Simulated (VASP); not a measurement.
The system is SiGe6.

```xyz
7
Lattice="2.6335 -4.6224 0.0000 2.6335 4.6224 0.0000 0.0000 0.0000 5.8292" Properties=species:S:1:pos:R:3 pbc="T T T"
Si    2.6335    0.0000    2.9146
Ge    2.6335    1.9221    4.5579
Ge    2.6335   -1.9221    4.5579
Ge    2.6335   -1.9221    1.2713
Ge    2.6335    1.9221    1.2713
Ge    0.0000    0.0000    4.2456
Ge    0.0000    0.0000    1.5837
```

The cell was generated, and may not be a known phase.

- Program: VASP 6.6.1
- Task: relaxation of cell and atoms
- Functional: PBE
- Potentials or basis: VASP PAW PBE potentials, release 64 (Si, Ge_d)
- Cutoff: 600 eV
- k mesh: 8 × 8 × 6
- Occupations: gaussian, width 0.1 eV
- Spin: no spin polarisation

At the start: pressure 0.2 GPa; volume 20.27 Å³/atom.

Task: How do energy, volume and symmetry change on relaxing?

Result: Over 18 steps the energy falls by 13.9 meV/atom and the volume is 20.16 Å³/atom (-0.6 %); space group Cmmm (No. 65, to 0.1 Å) before and after.

Step by step:
```csv
step,energy change (eV),largest force (eV/Å),pressure (GPa),volume (Å³)
1,0.0000,0.1187,0.16,141.92
2,-0.0334,0.0809,-0.15,142.33
3,-0.0711,0.1471,-0.41,143.13
4,-0.0720,0.1229,-0.41,143.01
5,-0.0845,0.1290,0.22,141.72
6,-0.0845,0.1286,0.16,141.77
7,-0.0901,0.1186,-0.09,142.08
8,-0.0919,0.1188,-0.26,142.34
9,-0.0954,0.0661,0.02,141.44
10,-0.0957,0.0490,0.13,141.15
11,-0.0974,0.0046,0.00,141.24
12,-0.0974,0.0111,-0.04,141.28
13,-0.0974,0.0074,-0.04,141.27
14,-0.0975,0.0138,0.04,141.11
15,-0.0975,0.0131,0.00,141.14
16,-0.0975,0.0128,0.03,141.13
17,-0.0975,0.0132,0.01,141.13
18,-0.0976,0.0050,0.01,141.13
```

Final structure:
```
Si Ge
1.0
     2.50191   -4.83543    0.00000
     2.50191    4.83543    0.00000
     0.00000    0.00000    5.83281
Si Ge
1 6
Direct
  0.50000 0.50000 0.50000
  0.29567 0.70433 0.77705
  0.70433 0.29567 0.77705
  0.70433 0.29567 0.22295
  0.29567 0.70433 0.22295
  0.00000 0.00000 0.73192
  0.00000 0.00000 0.26808
```
